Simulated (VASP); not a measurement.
Runs of VASP 6.6.1 on Au. The structure is that of space group P6_3/mmc (No. 194), or close to it. The cells are those of the table. 

```tsv
task	level	potentials or basis	cell	k mesh	cutoff (eV)	smearing	gap on the mesh (eV)	pressure (GPa)
single point	LDA	VASP PAW LDA potentials, release 64 (Au)	a = 2.854, b = 2.854, c = 4.800 Å, angles 90.0, 90.0, 120.0°, 2 atoms	18 × 18 × 10	520	fermi-dirac 0.15 eV	none	-3.1
single point	PBE	VASP PAW PBE potentials, release 64 (Au)	a = 2.838, b = 2.838, c = 4.754 Å, angles 90.0, 90.0, 120.0°, 2 atoms	18 × 18 × 10	500	gaussian 0.1 eV	none	(a)
single point	LDA	VASP PAW LDA potentials, release 64 (Au)	a = 2.900, b = 2.900, c = 4.880 Å, angles 90.0, 90.0, 120.0°, 2 atoms	6 × 6 × 4	500	gaussian 0.1 eV	none	(b)
single point	LDA	VASP PAW LDA potentials, release 64 (Au)	a = 2.879, b = 2.879, c = 4.638 Å, angles 90.0, 90.0, 120.0°, 2 atoms	6 × 6 × 4	500	gaussian 0.1 eV	none	0.5
single point	LDA	VASP PAW LDA potentials, release 64 (Au)	a = 2.837, b = 2.837, c = 4.762 Å, angles 90.0, 90.0, 120.0°, 2 atoms	18 × 18 × 10	520	fermi-dirac 0.15 eV	none	0.5
relaxation of cell and atoms	LDA	VASP PAW LDA potentials, release 64 (Au)	relaxed to 15 GPa from a = 2.805, b = 2.805, c = 4.693 Å, angles 90.0, 90.0, 120.0°, 2 atoms	18 × 18 × 10	500	fermi-dirac 0.15 eV	none	15.0
single point	LDA	VASP PAW LDA potentials, release 64 (Au)	a = 2.838, b = 2.838, c = 4.754 Å, angles 90.0, 90.0, 120.0°, 2 atoms	18 × 18 × 10	520	gaussian 0.1 eV	none	0.5
single point	LDA	VASP PAW LDA potentials, release 64 (Au)	a = 2.780, b = 2.780, c = 4.645 Å, angles 90.0, 90.0, 120.0°, 2 atoms	18 × 18 × 10	500	fermi-dirac 0.15 eV	none	15.7
single point	LDA	VASP PAW LDA potentials, release 64 (Au)	a = 2.805, b = 2.805, c = 4.693 Å, angles 90.0, 90.0, 120.0°, 2 atoms	18 × 18 × 10	520	fermi-dirac 0.15 eV	none	8.6
relaxation of cell and atoms	LDA	VASP PAW LDA potentials, release 64 (Au)	relaxed from a = 2.900, b = 2.900, c = 4.880 Å, angles 90.0, 90.0, 120.0°, 2 atoms	6 × 6 × 4	500	gaussian 0.1 eV	none	0.2
single point	LDA	VASP PAW LDA potentials, release 64 (Au)	a = 2.824, b = 2.824, c = 4.734 Å, angles 90.0, 90.0, 120.0°, 2 atoms	18 × 18 × 10	500	fermi-dirac 0.15 eV	none	3.5
relaxation of cell and atoms	LDA	VASP PAW LDA potentials, release 64 (Au)	relaxed to 3 GPa from a = 2.837, b = 2.837, c = 4.762 Å, angles 90.0, 90.0, 120.0°, 2 atoms	18 × 18 × 10	500	fermi-dirac 0.15 eV	none	3.0
```

Alike in all rows: no spin polarisation.

Question: Estimate the missing entries.

Answer: (a) 14.0; (b) -9.6.

Caveats: some runs use coarse meshes; spin-orbit coupling is left out, which moves the levels of the heavy elements; the cell is relaxed towards a set pressure, so the enthalpy falls and the energy may rise (some runs).

A k mesh can miss the band edges, and the runs leave out spin-orbit coupling on Au.

A gap of «none» marks levels without a gap at the run's occupations.
